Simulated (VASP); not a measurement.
# SiGe (P6_3mc) in VASP: a series of runs

Runs on SiGe. Level: LDA. Tasks: single point, relaxation of cell and atoms.

Everything below comes from runs of VASP 6.6.1. Logs are shortened: lines on timing, memory, paths and dates and some standing lists are left out, and cuts for length are marked.

**1. The cell of the first run**

It takes space group P6_3mc (No. 186, hexagonal). Conventional cell: a = 3.869 Å, b = 3.869 Å, c = 6.395 Å, α = 90.00°, β = 90.00°, γ = 120.00°. Si (site symmetry 3m) has 4 Ge at 2.37 to 2.39 Å within 3.1 Å. Within 3.1 Å of Ge (site symmetry 3m) lie 4 Si at 2.37 to 2.39 Å.

**2. Single point, LDA**

Contents of INCAR:

```
PREC     = Accurate       # precision mode
ENCUT    = 520            # plane-wave cutoff, eV
EDIFF    = 1E-6           # SCF threshold, eV
ISMEAR   = 0              # smearing method
SIGMA    = 0.02           # smearing width, eV
LREAL    = F              # projectors in reciprocal space
LASPH    = T              # aspherical terms in the spheres
NELM     = 60             # most SCF steps
ALGO     = Normal         # electronic algorithm
ISIF     = 2              # what is computed and relaxed
LWAVE    = F              # write WAVECAR
LCHARG   = F              # write CHGCAR
NBANDS   = 26             # bands
```

Contents of KPOINTS:

```
Automatic mesh
0
Gamma
  12 12 6
```

Contents of POSCAR:

```
SiGe
1.0
    3.8694935620      0.0000000000      0.0000000000
   -1.9347467810      3.3510797245      0.0000000000
    0.0000000000      0.0000000000      6.3947485195
Si Ge
2 2
Direct
    0.6666666667      0.3333333333      0.8745031008
    0.3333333333      0.6666666667      0.3745031008
    0.6666666667      0.3333333333      0.5004958992
    0.3333333333      0.6666666667      0.0004958992
```

Potentials or basis: VASP PAW LDA potentials, release 64 (Si, Ge_d).

Command:

```console
$ cat potpaw_LDA.64/Si/POTCAR potpaw_LDA.64/Ge_d/POTCAR > POTCAR
$ mpirun -np 1 vasp_std > vasp.out
```

OUTCAR:

```text
PREC = Accurate
   ENCUT = 520
   EDIFF = 1E-6
   ISMEAR = 0
   LREAL = F
   LASPH = T
   NELM = 60
   ISIF = 2

 ion  position               nearest neighbor table
   1  0.667  0.333  0.875-   4 2.37   4 2.37   4 2.37   3 2.39
   2  0.333  0.667  0.375-   3 2.37   3 2.37   3 2.37   4 2.39
   3  0.667  0.333  0.500-   2 2.37   2 2.37   2 2.37   1 2.39
   4  0.333  0.667  0.000-   1 2.37   1 2.37   1 2.37   2 2.39

  LATTYP: Found a hexagonal cell.
 ALAT       =     3.8694935620
 C/A-ratio  =     1.6526060625

  Lattice vectors:

 A1 = (   3.8694935620,   0.0000000000,   0.0000000000)
 A2 = (  -1.9347467810,   3.3510797245,   0.0000000000)
 A3 = (   0.0000000000,   0.0000000000,   6.3947485195)

Analysis of symmetry for initial positions (statically):
=====================================================================
 Subroutine PRICEL returns:
 Original cell was already a primitive cell.

 Routine SETGRP: Setting up the symmetry group for a
 hexagonal supercell.

 Subroutine GETGRP returns: Found 12 space group operations
 (whereof  6 operations were pure point group operations)
 out of a pool of 24 trial point group operations.

The static configuration has the point symmetry C_3v.
 The point group associated with its full space group is C_6v.

Analysis of symmetry for dynamics (positions and initial velocities):
=====================================================================
 Subroutine PRICEL returns:
 Original cell was already a primitive cell.

 Routine SETGRP: Setting up the symmetry group for a
 hexagonal supercell.

 Subroutine GETGRP returns: Found 12 space group operations
 (whereof  6 operations were pure point group operations)
 out of a pool of 24 trial point group operations.

The dynamic configuration has the point symmetry C_3v.
 The point group associated with its full space group is C_6v.

 Subroutine INISYM returns: Found 12 space group operations
 (whereof  6 operations are pure point group operations),
 and found     1 'primitive' translations

----------------------------------------------------------------------------------------

                                     Primitive cell

  volume of cell :      82.9206

  direct lattice vectors                    reciprocal lattice vectors
     3.869493562  0.000000000  0.000000000     0.258431752  0.149205641  0.000000000
    -1.934746781  3.351079724  0.000000000     0.000000000  0.298411283  0.000000000
     0.000000000  0.000000000  6.394748520     0.000000000  0.000000000  0.156378315

  length of vectors
     3.869493562  3.869493562  6.394748520     0.298411283  0.298411283  0.156378315

  position of ions in fractional coordinates (direct lattice)
     0.666666667  0.333333333  0.874503101
     0.333333333  0.666666667  0.374503101
     0.666666667  0.333333333  0.500495899
     0.333333333  0.666666667  0.000495899

  ion indices of the primitive-cell ions
   primitive index   ion index
                 1           1
                 2           2
                 3           3
                 4           4

----------------------------------------------------------------------------------------

 KPOINTS: Automatic mesh

Automatic generation of k-mesh.
 Grid dimensions read from file:
 generate k-points for:   12   12    6

 Generating k-lattice:

  Cartesian coordinates                     Fractional coordinates (reciprocal lattice)
     0.021535979  0.012433803  0.000000000     0.083333333 -0.000000000  0.000000000
     0.000000000  0.024867607  0.000000000     0.000000000  0.083333333  0.000000000
     0.000000000  0.000000000  0.026063053     0.000000000  0.000000000  0.166666667

  Length of vectors
     0.024867607  0.024867607  0.026063053

  Shift w.r.t. Gamma in fractional coordinates (k-lattice)
     0.000000000  0.000000000  0.000000000

 Subroutine IBZKPT returns following result:
 ===========================================

 Found     76 irreducible k-points:

 Following reciprocal coordinates:
            Coordinates               Weight
  0.000000  0.000000  0.000000      1.000000
  0.083333 -0.000000  0.000000      6.000000
  0.166667  0.000000  0.000000      6.000000
  0.250000 -0.000000  0.000000      6.000000
  0.333333  0.000000  0.000000      6.000000
  0.416667 -0.000000  0.000000      6.000000
[... 16 lines left out ...]
  0.250000 -0.000000  0.166667     12.000000
  0.333333  0.000000  0.166667     12.000000
 [... further k-points ...]
   k-points           NKPTS =     76   k-points in BZ     NKDIM =     76   number of bands    NBANDS=     26
   number of dos      NEDOS =    301   number of ions     NIONS =      4
   total plane-waves  NPLWV =  43200
   dimension x,y,z NGX =    30 NGY =   30 NGZ =   48
   dimension x,y,z NGXF=    60 NGYF=   60 NGZF=   96
   ions per type =               2   2
   NGX,Y,Z   is equivalent  to a cutoff of  12.89, 12.89, 12.48 a.u.
   NGXF,Y,Z  is equivalent  to a cutoff of  25.78, 25.78, 24.96 a.u.
 SYSTEM =  unknown system
   PREC   = accura    normal or accurate (medium, high low for compatibility)
   ISTART =      0    job   : 0-new  1-cont  2-samecut
   ICHARG =      2    charge: 1-file 2-atom 10-const
   ISPIN  =      1    spin polarized calculation?
   LNONCOLLINEAR =      F non collinear calculations
   LSORBIT =      F    spin-orbit coupling
   LASPH  =      T    aspherical Exc in radial PAW
   ENCUT  =  520.0 eV  38.22 Ry    6.18 a.u.   7.19  7.19 11.89*2*pi/ulx,y,z
   NELM   =     60;   NELMIN=  2; NELMDL= -5     # of ELM steps
   EDIFF  = 0.1E-05   stopping-criterion for ELM
   LREAL  =      F    real-space projection
   EDIFFG = 0.1E-04   stopping-criterion for IOM
   NSW    =      0    number of steps for IOM
   IBRION =     -1    ionic relax: 0-MD 1-quasi-New 2-CG
   NFREE  =      0    steps in history (QN), initial steepest desc. (CG)
   ISIF   =      2    stress and relaxation
   ISYM   =      2    0-nonsym 1-usesym 2-fastsym
   POTIM  = 0.5000    time-step for ionic-motion
   TEBEG  =    0.0;   TEEND  =   0.0 temperature during run
   PSTRESS=    0.0 pullay stress
   NELECT =      36.0000    total number of electrons
   NUPDOWN=      -1.0000    fix difference up-down
   EMIN   =  10.00;   EMAX   =-10.00  energy-range for DOS
   EFERMI =   0.00;   METHOD = LEGACY
   ISMEAR =     0;   SIGMA  =   0.02  broadening in eV -4-tet -1-fermi 0-gaus
   EFERMI_NEDOS =   21; number of points for ismear=-14 and -15
   IALGO  =     38    algorithm
   IMIX   =      4    mixing-type and parameters
     AMIX     =   0.40;   BMIX     =  1.00
     AMIX_MAG =   1.60;   BMIX_MAG =  1.00
  volume/ion in A,a.u.               =      20.73       139.89
  Fermi-wavevector in a.u.,A,eV,Ry     =   1.239619  2.342540 20.907463  1.536655
  Thomas-Fermi vector in A             =   2.374094
   LORBIT       =      0    0 simple, 1 ext, 2 COOP (PROOUT), +10 PAW based schemes
   GGA     = CA    functional components
   LHFCALC =     F    Hartree Fock is set to
   AEXX    =    0.0000 exact exchange contribution
   IVDW    =     0    specifies the selected vdW correction
   LEPSILON=     F    determine dielectric tensor
   LRPA    =     F    only Hartree local field effects (RPA)
 non-spin polarized calculation
 Gauss-broadening in eV      SIGMA  =   0.02
  energy-cutoff  :      520.00
  volume of cell :       82.92
 maximum number of plane-waves:      2259
 NGX is ok and might be reduce to    30
   NGX = 15   NGY = 15   NGZ = 23

 number of electron      35.9999975 magnetization

 Free energy of the ion-electron system (eV)
  ---------------------------------------------------
  ext. energy  EPLUGINS =         0.00000000
  ---------------------------------------------------
  free energy    TOTEN  =       -22.21887820 eV

  energy without entropy =      -22.21887820  energy(sigma->0) =      -22.21887820

 E-fermi :   5.8401     XC(G=0): -10.0899

 val. band max:        5.7198238965   @ k =   0.0000   0.0000   0.0000
 cond. band min:       6.0395310795   @ k =   0.5000  -0.0000   0.0000
 fundamental gap:      0.3197071830
 Fermi energy:         5.8401040221

 k-point     1 :       0.0000    0.0000    0.0000
  band No.  band energies     occupation
      1     -19.0007      2.00000
      2     -19.0007      2.00000
      3     -18.9972      2.00000
      4     -18.9972      2.00000
      5     -18.9942      2.00000
      6     -18.9942      2.00000
[... 18 lines left out ...]
     25      10.0334      0.00000
     26      12.1908      0.00000

 k-point     2 :       0.0833   -0.0000    0.0000
  band No.  band energies     occupation
      1     -19.0008      2.00000
      2     -19.0003      2.00000
      3     -18.9974      2.00000
      4     -18.9968      2.00000
      5     -18.9940      2.00000
      6     -18.9937      2.00000
[... 18 lines left out ...]
     25      10.3525      0.00000
     26      11.6655      0.00000

 k-point     3 :       0.1667    0.0000    0.0000
  band No.  band energies     occupation
      1     -19.0013      2.00000
      2     -18.9993      2.00000
      3     -18.9977      2.00000
      4     -18.9957      2.00000
      5     -18.9932      2.00000
      6     -18.9924      2.00000
[... 18 lines left out ...]
     25      10.9748      0.00000
     26      11.1829      0.00000

 k-point     4 :       0.2500   -0.0000    0.0000
  band No.  band energies     occupation
      1     -19.0024      2.00000
      2     -18.9986      2.00000
      3     -18.9974      2.00000
      4     -18.9944      2.00000
      5     -18.9917      2.00000
      6     -18.9906      2.00000
[... 18 lines left out ...]
     25      12.2715      0.00000
     26      12.2858      0.00000

 k-point     5 :       0.3333    0.0000    0.0000
  band No.  band energies     occupation
      1     -19.0036      2.00000
      2     -18.9991      2.00000
      3     -18.9961      2.00000
      4     -18.9933      2.00000
      5     -18.9900      2.00000
      6     -18.9889      2.00000
[... 18 lines left out ...]
     25      12.3918      0.00000
     26      13.1750      0.00000

 k-point     6 :       0.4167   -0.0000    0.0000
  band No.  band energies     occupation
      1     -19.0045      2.00000
      2     -18.9997      2.00000
      3     -18.9950      2.00000
      4     -18.9927      2.00000
      5     -18.9888      2.00000
      6     -18.9878      2.00000
[... 427 lines left out ...]
 k-point    21 :       0.0833   -0.0000    0.1667
  band No.  band energies     occupation
      1     -19.0007      2.00000
      2     -19.0004      2.00000
      3     -18.9971      2.00000
      4     -18.9966      2.00000
      5     -18.9942      2.00000
      6     -18.9939      2.00000
[... 18 lines left out ...]
     25      10.1435      0.00000
     26      11.9999      0.00000

 k-point    22 :       0.1667    0.0000    0.1667
  band No.  band energies     occupation
      1     -19.0012      2.00000
      2     -18.9997      2.00000
      3     -18.9971      2.00000
      4     -18.9955      2.00000
      5     -18.9934      2.00000
      6     -18.9926      2.00000
[... 18 lines left out ...]
     25      10.9622      0.00000
     26      11.3376      0.00000

 k-point    23 :       0.2500   -0.0000    0.1667
  band No.  band energies     occupation
      1     -19.0023      2.00000
      2     -18.9995      2.00000
      3     -18.9964      2.00000
      4     -18.9942      2.00000
      5     -18.9919      2.00000
      6     -18.9908      2.00000
[... 18 lines left out ...]
     25      12.0201      0.00000
     26      12.0554      0.00000

 k-point    24 :       0.3333    0.0000    0.1667
  band No.  band energies     occupation
      1     -19.0034      2.00000
      2     -19.0000      2.00000
      3     -18.9952      2.00000
      4     -18.9930      2.00000
      5     -18.9904      2.00000
      6     -18.9892      2.00000
[... 18 lines left out ...]
     25      12.8067      0.00000
     26      13.2061      0.00000

 [... further k-points ...]
[... 5 lines left out ...]
  --------------------------------------------------------------------------------------
  -------------------------------------------------------------------------------------
  Total        0.0554035      0.0554035      0.0543101      0.0000000      0.0000000      0.0000000
  in kB        1.0704960      1.0704960      1.0493699      0.0000000      0.0000000      0.0000000
  external PRESSURE =       1.0634539 kB  Pullay stress =       0.0000000 kB

 VOLUME and BASIS-vectors are now :
 -----------------------------------------------------------------------------
  energy-cutoff  :      520.00
  volume of cell :       82.92
      direct lattice vectors                 reciprocal lattice vectors
     3.869493562  0.000000000  0.000000000     0.258431752  0.149205641  0.000000000
    -1.934746781  3.351079724  0.000000000     0.000000000  0.298411283  0.000000000
     0.000000000  0.000000000  6.394748520     0.000000000  0.000000000  0.156378315

 POSITION                                       TOTAL-FORCE (eV/Angst)
 -----------------------------------------------------------------------------------
      1.93475      1.11703      5.59223         0.000000     -0.000000     -0.001151
     -0.00000      2.23405      2.39485        -0.000000     -0.000000     -0.001151
      1.93475      1.11703      3.20055        -0.000000     -0.000000      0.001151
     -0.00000      2.23405      0.00317         0.000000      0.000000      0.001151
 -----------------------------------------------------------------------------------
    total drift:                                0.000000     -0.000000      0.001103

  FREE ENERGIE OF THE ION-ELECTRON SYSTEM (eV)
  ---------------------------------------------------
  free  energy   TOTEN  =       -22.2188782007 eV

  energy  without entropy=      -22.2188782007  energy(sigma->0) =      -22.21887820
```

It took 1.7 min on 1 thread of Intel Xeon Platinum 8375C at 2.90GHz (Ice Lake), shared host; peak memory 0.26 GiB.

What came out:

```
Free energy            : -22.2189 eV
Pressure               : 0.1 GPa
Band gap on the k mesh : 0.32 eV (least direct gap 0.44 eV)
```

Levels at points of the mesh, in eV from the valence-band top:
```
           k point  band 15  band 16  band 17  band 18  band 19  band 20  band 21  band 22
(0.00, 0.00, 0.00)    -1.61    -0.33     0.00     0.00     0.44     1.59     2.03     2.03
(0.50, 0.00, 0.00)    -4.87    -3.24    -3.11    -1.56     0.32     2.00     3.18     3.32
(0.00, 0.00, 0.50)    -0.99    -0.99    -0.99    -0.99     1.25     1.25     3.09     3.09
(0.50, 0.00, 0.50)    -2.66    -2.66    -2.57    -2.57     0.61     0.61     1.76     1.76
```

[end of part 1 of 3]
